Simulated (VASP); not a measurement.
# KBr (F-43m) in VASP: settings compared, part 2 of 2

VASP 6.6.1. Earlier steps stand in the parts before.

## 4. Single point, LDA

The input, INCAR:

```
ALGO = Normal
EDIFF = 1E-6
ENCUT = 520
GGA = CA
ISIF = 2
ISMEAR = 0
LASPH = True
LCHARG = True
LELF = True
LREAL = False
LVHAR = True
LWAVE = False
NBANDS = 15
NELM = 100
PREC = Accurate
SIGMA = 0.01
```

The input, KPOINTS:

```
k-points
0
Gamma
  4 4 4
```

The input, POSCAR:

```
KBr
1.0
    0.0000000000      3.6882992921      3.6882992921
    3.6882992921      0.0000000000      3.6882992921
    3.6882992921      3.6882992921      0.0000000000
K Br
1 1
Direct
    0.0000000000      0.0000000000      0.0000000000
    0.2500000000      0.2500000000      0.2500000000
```

Potentials or basis: VASP PAW LDA potentials, release 64 (K_sv, Br).

On the command line:

```console
> cat potpaw_LDA.64/K_sv/POTCAR potpaw_LDA.64/Br/POTCAR > POTCAR
> mpirun -np 1 vasp_std > vasp.out
```

OUTCAR:

```text
EDIFF = 1E-6
   ENCUT = 520
   GGA = CA
   ISIF = 2
   ISMEAR = 0
   LASPH = True
   LREAL = False
   NELM = 100
   PREC = Accurate

 ion  position               nearest neighbor table
   1  0.000  0.000  0.000-   2 3.19   2 3.19   2 3.19   2 3.19
   2  0.250  0.250  0.250-   1 3.19   1 3.19   1 3.19   1 3.19

  LATTYP: Found a face centered cubic cell.
 ALAT       =     7.3765985842

  Lattice vectors:

 A1 = (   0.0000000000,   3.6882992921,   3.6882992921)
 A2 = (   3.6882992921,   0.0000000000,   3.6882992921)
 A3 = (   3.6882992921,   3.6882992921,   0.0000000000)

Analysis of symmetry for initial positions (statically):
=====================================================================
 Subroutine PRICEL returns:
 Original cell was already a primitive cell.

 Routine SETGRP: Setting up the symmetry group for a
 face centered cubic supercell.

 Subroutine GETGRP returns: Found 24 space group operations
 (whereof 24 operations were pure point group operations)
 out of a pool of 48 trial point group operations.

The static configuration has the point symmetry T_d .

Analysis of symmetry for dynamics (positions and initial velocities):
=====================================================================
 Subroutine PRICEL returns:
 Original cell was already a primitive cell.

 Routine SETGRP: Setting up the symmetry group for a
 face centered cubic supercell.

 Subroutine GETGRP returns: Found 24 space group operations
 (whereof 24 operations were pure point group operations)
 out of a pool of 48 trial point group operations.

The dynamic configuration has the point symmetry T_d .

 Subroutine INISYM returns: Found 24 space group operations
 (whereof 24 operations are pure point group operations),
 and found     1 'primitive' translations

----------------------------------------------------------------------------------------

[... 102 lines left out ...]
   AEXX    =    0.0000 exact exchange contribution
   IVDW    =     0    specifies the selected vdW correction
   LEPSILON=     F    determine dielectric tensor
   LRPA    =     F    only Hartree local field effects (RPA)
 non-spin polarized calculation
 Gauss-broadening in eV      SIGMA  =   0.01
  energy-cutoff  :      520.00
  volume of cell :      100.35
 maximum number of plane-waves:      2733
 NGX is ok and might be reduce to    40
   NGX = 19   NGY = 19   NGZ = 19

 number of electron      15.9999997 magnetization

 Free energy of the ion-electron system (eV)
  ---------------------------------------------------
  ext. energy  EPLUGINS =         0.00000000
  ---------------------------------------------------
  free energy    TOTEN  =        -6.47153232 eV

  energy without entropy =       -6.47153232  energy(sigma->0) =       -6.47153232

 E-fermi :  -3.2538     XC(G=0):  -6.4127

 val. band max:       -3.3257175872   @ k =  -0.2500   0.2500   0.0000
 cond. band min:       0.6635827088   @ k =   0.0000   0.0000   0.0000
 fundamental gap:      3.9893002960
 Fermi energy:        -3.2538351699

 k-point     1 :       0.0000    0.0000    0.0000
  band No.  band energies     occupation
      1     -30.7511      2.00000
      2     -15.2146      2.00000
      3     -14.4852      2.00000
      4     -14.4852      2.00000
      5     -14.4852      2.00000
      6      -3.3427      2.00000
      7      -3.3427      2.00000
      8      -3.3427      2.00000
      9       0.6636      0.00000
     10       5.0991      0.00000
     11       5.0991      0.00000
     12       6.0817      0.00000
     13       6.0817      0.00000
     14       6.0817      0.00000
[... 113 lines left out ...]
      2     -15.4307      2.00000
      3     -14.5087      2.00000
      4     -14.5021      2.00000
      5     -14.2147      2.00000
      6      -3.6066      2.00000
      7      -3.5401      2.00000
      8      -3.3528      2.00000
      9       2.7580      0.00000
     10       3.6299      0.00000
     11       5.2157      0.00000
     12       5.2400      0.00000
     13       5.7479      0.00000
     14       6.1217      0.00000
     15       6.8177      0.00000

------------------------ aborting loop because EDIFF is reached ----------------------------------------

  FORCE on cell =-STRESS in cart. coord.  units (eV):
  Direction    XX          YY          ZZ          XY          YZ          ZX
  --------------------------------------------------------------------------------------
  -------------------------------------------------------------------------------------
  Total       -0.6188891     -0.6188891     -0.6188891      0.0000000      0.0000000      0.0000000
  in kB       -9.8813200     -9.8813200     -9.8813200      0.0000000      0.0000000      0.0000000
  external PRESSURE =      -9.8813200 kB  Pullay stress =       0.0000000 kB

 VOLUME and BASIS-vectors are now :
 -----------------------------------------------------------------------------
  energy-cutoff  :      520.00
  volume of cell :      100.35
      direct lattice vectors                 reciprocal lattice vectors
     0.000000000  3.688299292  3.688299292    -0.135563836  0.135563836  0.135563836
     3.688299292  0.000000000  3.688299292     0.135563836 -0.135563836  0.135563836
     3.688299292  3.688299292  0.000000000     0.135563836  0.135563836 -0.135563836

 POSITION                                       TOTAL-FORCE (eV/Angst)
 -----------------------------------------------------------------------------------
      0.00000      0.00000      0.00000         0.000000     -0.000000     -0.000000
      1.84415      1.84415      1.84415        -0.000000      0.000000      0.000000
 -----------------------------------------------------------------------------------
    total drift:                               -0.000000     -0.000000     -0.000000

  FREE ENERGIE OF THE ION-ELECTRON SYSTEM (eV)
  ---------------------------------------------------
  free  energy   TOTEN  =        -6.4715323245 eV

  energy  without entropy=       -6.4715323245  energy(sigma->0) =       -6.47153232
```

OSZICAR:

```text
N       E                     dE             d eps       ncg     rms          rms(c)
DAV:   1     0.105414801744E+03    0.10541E+03   -0.64343E+03   240   0.896E+02
DAV:   2     0.179496317632E+01   -0.10362E+03   -0.94618E+02   296   0.220E+02
DAV:   3    -0.647413773006E+01   -0.82691E+01   -0.82360E+01   317   0.554E+01
DAV:   4    -0.680940887453E+01   -0.33527E+00   -0.33510E+00   415   0.101E+01
DAV:   5    -0.681065958522E+01   -0.12507E-02   -0.12507E-02   324   0.748E-01    0.327E+00
DAV:   6    -0.651342514351E+01    0.29723E+00   -0.38106E-01   324   0.258E+00    0.233E+00
DAV:   7    -0.646457058516E+01    0.48855E-01   -0.14886E-01   331   0.182E+00    0.114E+00
DAV:   8    -0.646997200725E+01   -0.54014E-02   -0.18650E-02   338   0.875E-01    0.192E-01
DAV:   9    -0.647053563974E+01   -0.56363E-03   -0.83308E-04   324   0.149E-01    0.115E-01
DAV:  10    -0.647151332169E+01   -0.97768E-03   -0.49562E-04   240   0.100E-01    0.311E-02
DAV:  11    -0.647153021126E+01   -0.16890E-04   -0.45866E-05   324   0.390E-02    0.189E-02
DAV:  12    -0.647153221442E+01   -0.20032E-05   -0.11285E-05   261   0.200E-02    0.308E-03
DAV:  13    -0.647153232449E+01   -0.11007E-06   -0.39188E-07   288   0.379E-03
   1 F= -.64715323E+01 E0= -.64715323E+01  d E =-.401366E-25
```

It took 6.2 s on 1 thread of Intel Xeon 6975P-C (Granite Rapids), shared host; peak memory 0.18 GiB.

Results:

| Property | Result |
| --- | --- |
| Free energy | -6.4715 eV |
| Pressure | -1.0 GPa |
| Band gap on the k mesh | 3.99 eV, indirect (least direct gap 4.01 eV) |

Levels at points of the mesh, in eV from the valence-band top:
| k point | band 4 | band 5 | band 6 | band 7 | band 8 | band 9 | band 10 | band 11 | band 12 | band 13 |
| --- | --- | --- | --- | --- | --- | --- | --- | --- | --- | --- |
| (0.00, 0.00, 0.00) | -11.16 | -11.16 | -0.02 | -0.02 | -0.02 | 3.99 | 8.42 | 8.42 | 9.41 | 9.41 |
| (0.50, 0.00, 0.00) | -11.17 | -10.96 | -0.42 | 0.00 | 0.00 | 6.26 | 6.72 | 7.99 | 7.99 | 9.43 |
| (0.50, 0.50, 0.00) | -11.18 | -10.89 | -0.46 | -0.02 | -0.02 | 5.82 | 6.93 | 8.67 | 9.27 | 9.27 |

A k mesh can miss the band edges. As with any semilocal functional, this LDA gap is likely too small.

## 5. Single point, r2SCAN

POSCAR is that of step 4.

The input, INCAR.step1:

```
SYSTEM = KBr
ALGO = Normal ; EDIFF = 1E-4
ENCUT = 520 ; GGA = PE
ISMEAR = 0 ; LASPH = .True.
LCHARG = .False. ; LREAL = .False.
LWAVE = .True. ; NBANDS = 15
NELM = 100 ; PREC = Accurate
SIGMA = 0.01
```

The input, INCAR.step2:

```
SYSTEM = KBr
ALGO = Normal ; EDIFF = 1E-7
ENCUT = 520 ; ISIF = 2
ISMEAR = 0 ; ISTART = 1
LASPH = .True. ; LCHARG = .False.
LMIXTAU = .True. ; LREAL = .False.
LWAVE = .False. ; METAGGA = R2SCAN
NBANDS = 15 ; NELM = 100
PREC = Accurate ; SIGMA = 0.01
```

The input, KPOINTS:

```
k-points
0
Gamma
  4 4 4
  0 0 0
```

Potentials or basis: VASP PAW PBE potentials, release 64 (K_sv, Br).

On the command line:

```console
> cat potpaw_PBE.64/K_sv/POTCAR potpaw_PBE.64/Br/POTCAR > POTCAR
> cp INCAR.step1 INCAR
> mpirun -np 1 vasp_std > vasp.out
> cp INCAR.step2 INCAR
> mpirun -np 1 vasp_std > vasp.out
```

Run time: 32 s. Hardware: 1 thread of Intel Xeon 6975P-C (Granite Rapids), shared host; peak memory 0.25 GiB.

The run converged. Its results:

| Quantity | Value |
| --- | --- |
| Free energy | -22.9673 eV |
| Pressure | 0.0 GPa |
| Band gap on the k mesh | 4.84 eV, indirect (least direct gap 4.86 eV) |

Levels at points of the mesh, in eV from the valence-band top:
| k point | band 6 | band 7 | band 8 | band 9 | band 10 | band 11 |
| --- | --- | --- | --- | --- | --- | --- |
| (0.00, 0.00, 0.00) | -0.01 | -0.01 | -0.01 | 4.84 | 9.36 | 9.36 |
| (0.50, 0.00, 0.00) | -0.38 | 0.00 | 0.00 | 7.18 | 7.49 | 8.89 |
| (0.50, 0.50, 0.00) | -0.42 | -0.02 | -0.02 | 6.52 | 7.77 | 9.88 |

Caveat: the PAW data sets were made with another functional, which shifts forces and pressure a little. A k mesh can miss the band edges.

## 6. The runs side by side

| level | potentials or basis | gap on the mesh (eV) | pressure (GPa) |
| --- | --- | --- | --- |
| PBE | VASP PAW PBE potentials, release 64 (K_sv, Br) | 4.28 | 0.3 |
| LDA | VASP PAW LDA potentials, release 64 (K_sv, Br) | 3.99 | -1.0 |
| r2SCAN | VASP PAW PBE potentials, release 64 (K_sv, Br) | 4.84 | 0.0 |

Alike in all rows: task single point; no spin polarisation; cell as given; k mesh 4 × 4 × 4; cutoff (eV) 520; smearing gaussian 0.01 eV.

Caveats: the PAW data sets were made with another functional, which shifts forces and pressure a little (some runs).

Total energies depend on the potentials used, so only differences within one code and one set of settings carry meaning.
